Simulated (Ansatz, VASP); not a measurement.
P: VASP beside Ansatz

```xyz
2
Lattice="2.8921 0.0000 0.0000 0.0000 3.7262 0.0000 0.0000 0.0000 3.6080" Properties=species:S:1:pos:R:3 pbc="T T T"
P     1.4460    0.0000    2.9477
P     0.0000    1.8631    0.6603
```

Alike in both runs: task relaxation of cell and atoms; functional PBE; k mesh 6 × 6 × 6; occupations gaussian, width 0.1 eV; no spin polarisation.

|  | VASP | Ansatz |
| --- | --- | --- |
| version | VASP 6.6.1 | Ansatz 0.2.0 |
| potentials or method | VASP PAW PBE potentials, release 64 (P), cutoff 600 eV | scalar-relativistic, plane waves, PAW |
| valence electrons in the cell | 10 | 10 |

|  | VASP | Ansatz | Ansatz less VASP |
| --- | --- | --- | --- |
| gap on the k mesh at the Fermi level, each at its own relaxed structure (eV) | none | none | - |
| relaxed volume (Å³/atom) | 18.85 | 18.61 | -0.239 |
| relaxed cell length with the largest relative difference (Å) | 4.027 | 3.967 | -0.0598 |

A gap of «none» marks a metal or a gap that the smearing closes.

The k mesh is coarse, so the values compare programs but aren't converged.
